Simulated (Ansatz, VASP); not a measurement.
**SiO2 in VASP and in Ansatz**

File INCAR:

```
SYSTEM = SiO2
PREC = Accurate
ENCUT = 520
EDIFF = 1E-7
ISMEAR = 0
SIGMA = 0.05
LREAL = .False.
LASPH = .True.
NELM = 80
ALGO = Normal
ISIF = 2
LWAVE = .False.
LCHARG = .True.
GGA = PE
LELF = .True.
LVHAR = .True.
NBANDS = 25
```

Contents of KPOINTS:

```
regular mesh
0
Gamma
  6 6 10
  0 0 0
```

The input POSCAR:

```
SiO2
1.0
    4.2458049094      0.0000000000      0.0000000000
    0.0000000000      4.2458049094      0.0000000000
    0.0000000000      0.0000000000      2.4629914280
Si O
2 4
Direct
    0.5000000000      0.5000000000      0.5000000000
    0.0000000000      0.0000000000      0.0000000000
    0.6930127928      0.6930127928      0.0000000000
    0.1930127928      0.8069872072      0.5000000000
    0.3069872072      0.3069872072      0.0000000000
    0.8069872072      0.1930127928      0.5000000000
```

Input for Ansatz:

```yaml
crystal:
  lattice:
    - [4.2458049094, 0.0, 0.0]
    - [0.0, 4.2458049094, 0.0]
    - [0.0, 0.0, 2.462991428]
  atoms:
    - { symbol: Si, position: [0.5, 0.5, 0.5] }
    - { symbol: Si, position: [0.0, 0.0, 0.0] }
    - { symbol: O, position: [0.6930127928, 0.6930127928, 0.0] }
    - { symbol: O, position: [0.1930127928, 0.8069872072, 0.5] }
    - { symbol: O, position: [0.3069872072, 0.3069872072, 0.0] }
    - { symbol: O, position: [0.8069872072, 0.1930127928, 0.5] }
basis:
  ecutwfc: 520.0
kpoints:
  mp_grid: { grid: [6, 6, 10] }
hamiltonian:
  xc: pbe
  pseudopotentials: { kind: paw, azcp: { folder: soft_1 } }
scf:
  occupations: { method: gaussian, width: 0.05 }
output:
  forces: true
  stress: true
  eigenvalues: true
  write_density: true
  write_potential: true
  elf: true
  volumetric_format: npy
```

Alike in both runs: task single point; functional PBE; k mesh 6 × 6 × 10; occupations gaussian, width 0.05 eV; no spin polarisation.

|  | VASP | Ansatz |
| --- | --- | --- |
| version | VASP 6.6.1 | Ansatz 0.2.0 |
| potentials or method | VASP PAW PBE potentials, release 64 (Si, O), cutoff 520 eV | scalar-relativistic, plane waves, PAW |
| valence electrons in the cell | 32 | 32 |

Ansatz gave:

```
gap on the k mesh at the Fermi level (eV) : 6.75
least direct gap on the mesh (eV)         : 6.75
rms of the force components (eV/Å)        : 0.121
```

Problem. What did VASP give for the same quantities?

Solution. gap on the k mesh at the Fermi level (eV): 6.73; least direct gap on the mesh (eV): 6.73; rms of the force components (eV/Å): 0.147.

Atom by atom the forces differ by 0.026 eV/Å (rms over components). With one functional, cell and mesh, what is left measures potentials, basis and numerics.
